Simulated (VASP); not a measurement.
Wanted: the native input for a VASP 6.6.1 run.

```yaml
Task: single point
Functional: LDA
Potentials_or_basis: VASP PAW LDA potentials, release 64 (I)
Cutoff: 520 eV
k_mesh: 18 × 18 × 18
Occupations: fermi-dirac, width 0.05 eV
Spin: no spin polarisation
Dipole_correction: no
Further_INCAR_settings: ALGO = Normal; EDIFF = 1e-06; NBANDS = 10
```

The structure of I lies in POSCAR:

```
I
1.0
   -1.4712261793      1.4712261793      1.4712261793
    1.4712261793     -1.4712261793      1.4712261793
    1.4712261793      1.4712261793     -1.4712261793
I
1
Direct
    0.0000000000      0.0000000000      0.0000000000
```

One way to write it, as run:

INCAR

```
SYSTEM = I
PREC     = Accurate       ! precision mode
ENCUT    = 520            ! plane-wave cutoff, eV
EDIFF    = 1E-6           ! SCF threshold, eV
ISMEAR   = -1             ! smearing method
SIGMA    = 0.05           ! smearing width, eV
LREAL    = .FALSE.        ! projectors in reciprocal space
LASPH    = .TRUE.         ! aspherical terms in the spheres
NELM     = 60             ! most SCF steps
ALGO     = Normal         ! electronic algorithm
ISIF     = 2              ! what is computed and relaxed
LWAVE    = .FALSE.        ! write WAVECAR
LCHARG   = .FALSE.        ! write CHGCAR
GGA      = CA             ! functional
NBANDS   = 10             ! bands
```

KPOINTS

```
Automatic mesh
0
G
  18 18 18
  0 0 0
```

Potentials or basis: VASP PAW LDA potentials, release 64 (I).

Run with:

```sh
$ cat potpaw_LDA.64/I/POTCAR > POTCAR
$ mpirun -np 1 vasp_std > vasp.out
```

It gave:

```
Pressure : 290.6 GPa
```

Caveat: an odd number of electrons without spin polarisation forces a metal; a magnetic or distorted state may lie lower.

Wall time 12 s on 1 thread of Intel(R) Xeon(R) Platinum 8375C CPU @ 2.90GHz (Ice Lake), on a shared host, peak memory 0.14 GiB.
